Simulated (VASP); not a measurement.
Write the native input for VASP 6.6.1 that does the following.

```yaml
Task: single point
Functional: r2SCAN
Potentials_or_basis: VASP PAW PBE potentials, release 64 (Zn, S)
Cutoff: 520 eV
k_mesh: 12 × 12 × 4
Occupations: gaussian, width 0.01 eV
Spin: no spin polarisation
Dipole_correction: no
Further_INCAR_settings: ALGO = Normal; EDIFF = 1e-06; NBANDS = 26
```

Crystal: ZnS.

```xyz
4
Lattice="3.8245 0.0000 0.0000 -1.9122 3.3121 0.0000 0.0000 0.0000 6.2276" Properties=species:S:1:pos:R:3 pbc="T T T"
Zn    0.0000    2.2081   -0.0019
Zn    1.9122    1.1040    3.1119
S     0.0000    2.2081    2.3373
S     1.9122    1.1040    5.4511
```

This cell differs from its parent crystal: epitaxial xy strain +0.5%.

One way to write it, as run:

POSCAR

```
ZnS
1.0
    3.8244780986      0.0000000000      0.0000000000
   -1.9122390493      3.3120951896      0.0000000000
    0.0000000000      0.0000000000      6.2276269412
Zn S
2 2
Direct
    0.3333333333      0.6666666667     -0.0003098998
    0.6666666667      0.3333333333      0.4996901002
    0.3333333333      0.6666666667      0.3753098998
    0.6666666667      0.3333333333      0.8753098998
```

INCAR.step1

```
PREC = Accurate ; ENCUT = 520
ISMEAR = 0 ; SIGMA = 0.01
LREAL = F ; LASPH = T
NELM = 80 ; NBANDS = 26
GGA = PE ; ALGO = Normal
EDIFF = 1E-4 ; LWAVE = T
LCHARG = F
```

INCAR.step2

```
PREC = Accurate ; ENCUT = 520
EDIFF = 1E-6 ; ISMEAR = 0
SIGMA = 0.01 ; LREAL = F
LASPH = T ; NELM = 80
ALGO = Normal ; ISIF = 2
LWAVE = F ; LCHARG = F
METAGGA = R2SCAN ; LMIXTAU = T
NBANDS = 26 ; ISTART = 1
```

KPOINTS

```
Automatic mesh
0
Gamma
  12 12 4
```

Potentials or basis: VASP PAW PBE potentials, release 64 (Zn, S).

Command:

```console
$ cat potpaw_PBE.64/Zn/POTCAR potpaw_PBE.64/S/POTCAR > POTCAR
$ cp INCAR.step1 INCAR
$ mpirun -np 1 vasp_std > vasp.out
$ cp INCAR.step2 INCAR
$ mpirun -np 1 vasp_std > vasp.out
```

Results of the run:

```json
{"Pressure": "-0.4 GPa", "Band gap on the k mesh": "2.78 eV, direct"}
```

Caveat: the cell differs from its parent crystal (epitaxial xy strain +0.5%); the PAW data sets were made with another functional, which shifts forces and pressure a little.

Wall time 8.4 min on 1 thread of AMD EPYC 7R13, with other jobs on the host, peak memory 0.23 GiB.
